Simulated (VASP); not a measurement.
# Au (Fm-3m) in VASP: notebook

Runs on Au. Level: PBEsol. Tasks: single point, relaxation of cell and atoms.

All numbers are computed with VASP 6.6.1; they aren't measurements. Logs are shortened: lines on timing, memory, paths and dates and some standing lists are left out, and cuts for length are marked.

**1. The cell of the first run**

It takes space group Fm-3m (No. 225, cubic). The conventional cell has a = 4.083 Å, b = 4.083 Å, c = 4.083 Å, α = 90.00°, β = 90.00°, γ = 90.00°. Au (site symmetry m-3m) has 12 Au at 2.89 Å within 3.8 Å.

**2. Single point, PBEsol**

Contents of INCAR:

```
PREC = Accurate ; ENCUT = 500
EDIFF = 1E-6 ; ISMEAR = -1
SIGMA = 0.15 ; LREAL = False
LASPH = True ; NELM = 120
ALGO = Normal ; ISIF = 2
LWAVE = False ; LCHARG = False
GGA = PS ; NBANDS = 12
GGA_COMPAT = False
```

Contents of KPOINTS:

```
Automatic mesh
0
Gamma
  20 20 20
```

Contents of POSCAR:

```
Au
1.0
    0.0000000000      2.0416553253      2.0416553253
    2.0416553253      0.0000000000      2.0416553253
    2.0416553253      2.0416553253      0.0000000000
Au
1
Direct
    0.0000000000      0.0000000000      0.0000000000
```

Potentials or basis: VASP PAW PBE potentials, release 64 (Au).

Run with:

```bash
$ cat potpaw_PBE.64/Au/POTCAR > POTCAR
$ mpirun -np 1 vasp_std > vasp.out
```

OUTCAR:

```text
PREC = Accurate
   ENCUT = 500
   EDIFF = 1E-6
   ISMEAR = -1
   LREAL = False
   LASPH = True
   NELM = 120
   ISIF = 2
   GGA = PS

 ion  position               nearest neighbor table
   1  0.000  0.000  0.000-

  LATTYP: Found a face centered cubic cell.
 ALAT       =     4.0833106506

  Lattice vectors:

 A1 = (   0.0000000000,   2.0416553253,   2.0416553253)
 A2 = (   2.0416553253,   0.0000000000,   2.0416553253)
 A3 = (   2.0416553253,   2.0416553253,   0.0000000000)

Analysis of symmetry for initial positions (statically):
=====================================================================
 Subroutine PRICEL returns:
 Original cell was already a primitive cell.

 Routine SETGRP: Setting up the symmetry group for a
 face centered cubic supercell.

 Subroutine GETGRP returns: Found 48 space group operations
 (whereof 48 operations were pure point group operations)
 out of a pool of 48 trial point group operations.

The static configuration has the point symmetry O_h .

Analysis of symmetry for dynamics (positions and initial velocities):
=====================================================================
 Subroutine PRICEL returns:
 Original cell was already a primitive cell.

 Routine SETGRP: Setting up the symmetry group for a
 face centered cubic supercell.

 Subroutine GETGRP returns: Found 48 space group operations
 (whereof 48 operations were pure point group operations)
 out of a pool of 48 trial point group operations.

The dynamic configuration has the point symmetry O_h .

 Subroutine INISYM returns: Found 48 space group operations
 (whereof 48 operations are pure point group operations),
 and found     1 'primitive' translations

----------------------------------------------------------------------------------------

                                     Primitive cell

  volume of cell :      17.0207

  direct lattice vectors                    reciprocal lattice vectors
     0.000000000  2.041655325  2.041655325    -0.244899320  0.244899320  0.244899320
     2.041655325  0.000000000  2.041655325     0.244899320 -0.244899320  0.244899320
     2.041655325  2.041655325  0.000000000     0.244899320  0.244899320 -0.244899320

  length of vectors
     2.887336651  2.887336651  2.887336651     0.424178064  0.424178064  0.424178064

  position of ions in fractional coordinates (direct lattice)
     0.000000000  0.000000000  0.000000000

  ion indices of the primitive-cell ions
   primitive index   ion index
                 1           1

----------------------------------------------------------------------------------------

 KPOINTS: Automatic mesh

Automatic generation of k-mesh.
 Grid dimensions read from file:
 generate k-points for:   20   20   20

 Generating k-lattice:

  Cartesian coordinates                     Fractional coordinates (reciprocal lattice)
    -0.012244966  0.012244966  0.012244966     0.050000000  0.000000000  0.000000000
     0.012244966 -0.012244966  0.012244966     0.000000000  0.050000000  0.000000000
     0.012244966  0.012244966 -0.012244966     0.000000000  0.000000000  0.050000000

  Length of vectors
     0.021208903  0.021208903  0.021208903

  Shift w.r.t. Gamma in fractional coordinates (k-lattice)
     0.000000000  0.000000000  0.000000000

 Subroutine IBZKPT returns following result:
 ===========================================

 Found    256 irreducible k-points:

 Following reciprocal coordinates:
            Coordinates               Weight
  0.000000  0.000000  0.000000      1.000000
  0.050000  0.000000  0.000000      8.000000
  0.100000  0.000000  0.000000      8.000000
  0.150000  0.000000  0.000000      8.000000
  0.200000  0.000000  0.000000      8.000000
  0.250000  0.000000  0.000000      8.000000
[... 16 lines left out ...]
 -0.400000  0.050000  0.000000     24.000000
 -0.350000  0.050000  0.000000     24.000000
 [... further k-points ...]
   k-points           NKPTS =    256   k-points in BZ     NKDIM =    256   number of bands    NBANDS=     12
   number of dos      NEDOS =    301   number of ions     NIONS =      1
   total plane-waves  NPLWV =  13824
   dimension x,y,z NGX =    24 NGY =   24 NGZ =   24
   dimension x,y,z NGXF=    48 NGYF=   48 NGZF=   48
   ions per type =               1
   NGX,Y,Z   is equivalent  to a cutoff of  13.82, 13.82, 13.82 a.u.
   NGXF,Y,Z  is equivalent  to a cutoff of  27.64, 27.64, 27.64 a.u.
 SYSTEM =  unknown system
   PREC   = accura    normal or accurate (medium, high low for compatibility)
   ISTART =      0    job   : 0-new  1-cont  2-samecut
   ICHARG =      2    charge: 1-file 2-atom 10-const
   ISPIN  =      1    spin polarized calculation?
   LNONCOLLINEAR =      F non collinear calculations
   LSORBIT =      F    spin-orbit coupling
   LASPH  =      T    aspherical Exc in radial PAW
   ENCUT  =  500.0 eV  36.75 Ry    6.06 a.u.   5.26  5.26  5.26*2*pi/ulx,y,z
   NELM   =    120;   NELMIN=  2; NELMDL= -5     # of ELM steps
   EDIFF  = 0.1E-05   stopping-criterion for ELM
   LREAL  =      F    real-space projection
   EDIFFG = 0.1E-04   stopping-criterion for IOM
   NSW    =      0    number of steps for IOM
   IBRION =     -1    ionic relax: 0-MD 1-quasi-New 2-CG
   NFREE  =      0    steps in history (QN), initial steepest desc. (CG)
   ISIF   =      2    stress and relaxation
   ISYM   =      2    0-nonsym 1-usesym 2-fastsym
   POTIM  = 0.5000    time-step for ionic-motion
   TEBEG  =    0.0;   TEEND  =   0.0 temperature during run
   PSTRESS=    0.0 pullay stress
   NELECT =      11.0000    total number of electrons
   NUPDOWN=      -1.0000    fix difference up-down
   EMIN   =  10.00;   EMAX   =-10.00  energy-range for DOS
   EFERMI =   0.00;   METHOD = LEGACY
   ISMEAR =    -1;   SIGMA  =   0.15  broadening in eV -4-tet -1-fermi 0-gaus
   EFERMI_NEDOS =   21; number of points for ismear=-14 and -15
   IALGO  =     38    algorithm
   IMIX   =      4    mixing-type and parameters
     AMIX     =   0.40;   BMIX     =  1.00
     AMIX_MAG =   1.60;   BMIX_MAG =  1.00
  volume/ion in A,a.u.               =      17.02       114.86
  Fermi-wavevector in a.u.,A,eV,Ry     =   1.415403  2.674723 27.257426  2.003364
  Thomas-Fermi vector in A             =   2.536845
   LORBIT       =      0    0 simple, 1 ext, 2 COOP (PROOUT), +10 PAW based schemes
   GGA     = PS    functional components
   LHFCALC =     F    Hartree Fock is set to
   AEXX    =    0.0000 exact exchange contribution
   IVDW    =     0    specifies the selected vdW correction
   LEPSILON=     F    determine dielectric tensor
   LRPA    =     F    only Hartree local field effects (RPA)
 non-spin polarized calculation
  energy-cutoff  :      500.00
  volume of cell :       17.02
 maximum number of plane-waves:       444
 NGX is ok and might be reduce to    24
   NGX = 11   NGY = 11   NGZ = 11

 number of electron      11.0000000 magnetization

 Free energy of the ion-electron system (eV)
  ---------------------------------------------------
  ext. energy  EPLUGINS =         0.00000000
  ---------------------------------------------------
  free energy    TOTEN  =        -3.93464035 eV

  energy without entropy =       -3.91400256  energy(sigma->0) =       -3.92432146

 E-fermi :   9.3013     XC(G=0): -12.8925

 val. band max:        9.2764706806   @ k =   0.5000   0.3500   0.1500
 cond. band min:       9.3274118611   @ k =   0.5000   0.1000   0.0000
 fundamental gap:      0.0509411805
 Fermi energy:         9.3013418608

 k-point     1 :       0.0000    0.0000    0.0000
  band No.  band energies     occupation
      1      -0.6353      2.00000
      2       4.6115      2.00000
      3       4.6115      2.00000
      4       4.6115      2.00000
      5       6.1444      2.00000
      6       6.1444      2.00000
      7      23.7973      0.00000
      8      27.7986      0.00000
      9      27.7986      0.00000
     10      27.7986      0.00000
     11      32.6697      0.00000
     12      37.3453      0.00000

 k-point     2 :       0.0500    0.0000    0.0000
  band No.  band energies     occupation
      1      -0.5476      2.00000
      2       4.5819      2.00000
      3       4.6422      2.00000
      4       4.6422      2.00000
      5       6.1301      2.00000
      6       6.1301      2.00000
      7      23.9031      0.00000
      8      27.2034      0.00000
      9      27.9037      0.00000
     10      27.9037      0.00000
     11      33.1966      0.00000
     12      36.1586      0.00000

 k-point     3 :       0.1000    0.0000    0.0000
  band No.  band energies     occupation
      1      -0.2901      2.00000
      2       4.5042      2.00000
      3       4.7248      2.00000
      4       4.7248      2.00000
      5       6.0979      2.00000
      6       6.0979      2.00000
      7      24.1657      0.00000
      8      25.9133      0.00000
      9      28.2045      0.00000
     10      28.2045      0.00000
     11      33.3179      0.00000
     12      35.6642      0.00000

 k-point     4 :       0.1500    0.0000    0.0000
  band No.  band energies     occupation
      1       0.1181      2.00000
      2       4.4115      2.00000
      3       4.8279      2.00000
      4       4.8279      2.00000
      5       6.0825      2.00000
      6       6.0825      2.00000
      7      23.9577      0.00000
      8      24.8905      0.00000
      9      28.6494      0.00000
     10      28.6494      0.00000
     11      32.0386      0.00000
     12      34.3194      0.00000

 k-point     5 :       0.2000    0.0000    0.0000
  band No.  band energies     occupation
      1       0.6344      2.00000
      2       4.3644      2.00000
      3       4.8980      2.00000
      4       4.8980      2.00000
      5       6.1393      2.00000
      6       6.1393      2.00000
      7      22.3319      0.00000
      8      24.9870      0.00000
      9      29.1061      0.00000
     10      29.1061      0.00000
     11      31.1114      0.00000
     12      33.0679      0.00000

 k-point     6 :       0.2500    0.0000    0.0000
  band No.  band energies     occupation
      1       1.1738      2.00000
      2       4.4636      2.00000
      3       4.8935      2.00000
      4       4.8935      2.00000
      5       6.3073      2.00000
      6       6.3073      2.00000
      7      20.4393      0.00000
      8      24.8686      0.00000
      9      29.2293      0.00000
     10      29.2293      0.00000
     11      31.0260      0.00000
     12      32.3113      0.00000

 k-point     7 :       0.3000    0.0000    0.0000
  band No.  band energies     occupation
      1       1.6062      2.00000
      2       4.8263      2.00000
      3       4.8263      2.00000
      4       4.8475      2.00000
      5       6.5641      2.00000
      6       6.5641      2.00000
      7      18.4636      0.00000
      8      24.4572      0.00000
      9      28.6780      0.00000
     10      28.6780      0.00000
     11      31.7157      0.00000
     12      32.4125      0.00000

 k-point     8 :       0.3500    0.0000    0.0000
  band No.  band energies     occupation
      1       1.8453      2.00000
      2       4.7354      2.00000
      3       4.7354      2.00000
      4       5.5950      2.00000
      5       6.8510      2.00000
      6       6.8510      2.00000
      7      16.4952      0.00000
      8      23.9761      0.00000
      9      27.8277      0.00000
     10      27.8277      0.00000
     11      32.8416      0.00000
     12      32.9852      0.00000
[... 166 lines left out ...]
 k-point    20 :       0.4500    0.0500    0.0000
  band No.  band energies     occupation
      1       2.0152      2.00000
      2       4.5621      2.00000
      3       4.6689      2.00000
      4       6.5605      2.00000
      5       7.3104      2.00000
      6       7.9980      1.99966
      7      13.5625      0.00000
      8      23.4659      0.00000
      9      26.2509      0.00000
     10      26.5944      0.00000
     11      33.8851      0.00000
     12      34.1491      0.00000

 k-point    21 :       0.5000    0.0500    0.0000
  band No.  band energies     occupation
      1       2.0184      2.00000
      2       4.5334      2.00000
      3       4.6301      2.00000
      4       6.8759      2.00000
      5       7.3542      2.00000
      6       8.7082      1.96238
      7      12.4408      0.00000
      8      23.3230      0.00000
      9      26.1042      0.00000
     10      26.2103      0.00000
     11      34.1855      0.00000
     12      34.3132      0.00000

 k-point    22 :      -0.4500    0.0500    0.0000
  band No.  band energies     occupation
      1       2.0190      2.00000
      2       4.5469      2.00000
      3       4.6298      2.00000
      4       6.8680      2.00000
      5       7.2703      2.00000
      6       8.5436      1.98728
      7      12.7070      0.00000
      8      23.3475      0.00000
      9      25.9379      0.00000
     10      26.5061      0.00000
     11      34.0804      0.00000
     12      34.2341      0.00000

 k-point    23 :      -0.4000    0.0500    0.0000
  band No.  band energies     occupation
      1       2.0116      2.00000
      2       4.5993      2.00000
      3       4.6690      2.00000
      4       6.4651      2.00000
      5       7.0713      2.00000
      6       7.8352      1.99989
      7      14.1002      0.00000
      8      23.5367      0.00000
      9      26.0901      0.00000
     10      27.1387      0.00000
     11      33.4743      0.00000
     12      33.9758      0.00000

 k-point    24 :      -0.3500    0.0500    0.0000
  band No.  band energies     occupation
      1       1.9583      2.00000
      2       4.6804      2.00000
      3       4.7420      2.00000
      4       5.6898      2.00000
      5       6.7909      2.00000
      6       7.3285      2.00000
      7      15.8962      0.00000
      8      23.8740      0.00000
      9      26.5111      0.00000
     10      28.0746      0.00000
     11      32.5148      0.00000
     12      33.4176      0.00000

 [... further k-points ...]
[... 5 lines left out ...]
  --------------------------------------------------------------------------------------
  -------------------------------------------------------------------------------------
  Total       -0.0302321     -0.0302321     -0.0302321     -0.0000000      0.0000000     -0.0000000
  in kB       -2.8457829     -2.8457829     -2.8457829     -0.0000000      0.0000000     -0.0000000
  external PRESSURE =      -2.8457829 kB  Pullay stress =       0.0000000 kB

 VOLUME and BASIS-vectors are now :
 -----------------------------------------------------------------------------
  energy-cutoff  :      500.00
  volume of cell :       17.02
      direct lattice vectors                 reciprocal lattice vectors
     0.000000000  2.041655325  2.041655325    -0.244899320  0.244899320  0.244899320
     2.041655325  0.000000000  2.041655325     0.244899320 -0.244899320  0.244899320
     2.041655325  2.041655325  0.000000000     0.244899320  0.244899320 -0.244899320

 POSITION                                       TOTAL-FORCE (eV/Angst)
 -----------------------------------------------------------------------------------
      0.00000      0.00000      0.00000         0.000000      0.000000      0.000000
 -----------------------------------------------------------------------------------
    total drift:                               -0.000000      0.000000     -0.000000

  FREE ENERGIE OF THE ION-ELECTRON SYSTEM (eV)
  ---------------------------------------------------
  free  energy   TOTEN  =        -3.9346403481 eV

  energy  without entropy=       -3.9140025635  energy(sigma->0) =       -3.92432146
```

Run time: 22 s. Hardware: 1 thread of Intel Xeon 6975P-C, shared host; peak memory 0.18 GiB.

What came out:

| Quantity | Value |
| --- | --- |
| Free energy | -3.9346 eV |
| Pressure | -0.3 GPa |

Caveat: the PAW data sets were made with another functional, which shifts forces and pressure a little; spin-orbit coupling is left out, which moves the levels of the heavy elements.

**3. Relaxation of cell and atoms, PBEsol**

Contents of INCAR:

```
PREC = Accurate
ENCUT = 500
EDIFF = 1E-7
ISMEAR = -1
SIGMA = 0.15
LREAL = F
LASPH = T
NELM = 120
ALGO = Normal
ISIF = 3
LWAVE = F
LCHARG = F
GGA = PS
IBRION = 2
NSW = 80
EDIFFG = -0.001
GGA_COMPAT = F
NELMIN = 4
```

Contents of KPOINTS:

```
regular mesh
0
Gamma
  20 20 20
```

Contents of POSCAR:

```
Au
1.0
    0.0000000000      2.0418614858      2.0418614858
    2.0418614858      0.0000000000      2.0418614858
    2.0418614858      2.0418614858      0.0000000000
Au
1
Direct
    0.0000000000      0.0000000000      0.0000000000
```

Potentials or basis: VASP PAW PBE potentials, release 64 (Au).

Run with:

```bash
$ cat potpaw_PBE.64/Au/POTCAR > POTCAR
$ mpirun -np 1 vasp_std > vasp.out
```

It took 34 s on 1 thread of Intel Xeon 6975P-C, shared host; peak memory 0.18 GiB.

Results (log left out):

```
Free energy                            : -3.9347 eV
Relaxed volume                         : 16.99 Å³/atom
Relaxed cell                           : a = 2.886 Å, b = 2.886 Å, c = 2.886 Å, α = 60.00°, β = 60.00°, γ = 60.00°
Space group after relaxing (to 0.05 Å) : Fm-3m (No. 225)
Energy gained by relaxing              : 0.0 meV/atom
Ionic steps                            : 3
Pressure after relaxing                : 0.0 GPa
```

Final structure:
```cif
data_structure
_symmetry_space_group_name_H-M 'P 1'
_symmetry_Int_Tables_number 1
_cell_length_a 2.8858
_cell_length_b 2.8858
_cell_length_c 2.8858
_cell_angle_alpha 60.000
_cell_angle_beta 60.000
_cell_angle_gamma 60.000
_cell_volume 16.99
loop_
_atom_site_label
_atom_site_type_symbol
_atom_site_fract_x
_atom_site_fract_y
_atom_site_fract_z
_atom_site_occupancy
Au1 Au 0.00000 0.00000 0.00000 1
```

Levels at points of the mesh, in eV from the Fermi level:
```tsv
k point	band 3	band 4	band 5	band 6	band 7	band 8	band 9
(0.00, 0.00, 0.00)	-4.70	-4.70	-3.16	-3.16	14.49	18.50	18.50
(0.50, 0.00, 0.00)	-4.73	-1.95	-1.95	-1.04	3.06	13.93	17.11
(0.50, 0.50, 0.00)	-1.99	-1.63	-1.63	0.94	5.76	9.96	9.96
```

Caveat: the PAW data sets were made with another functional, which shifts forces and pressure a little; spin-orbit coupling is left out, which moves the levels of the heavy elements.
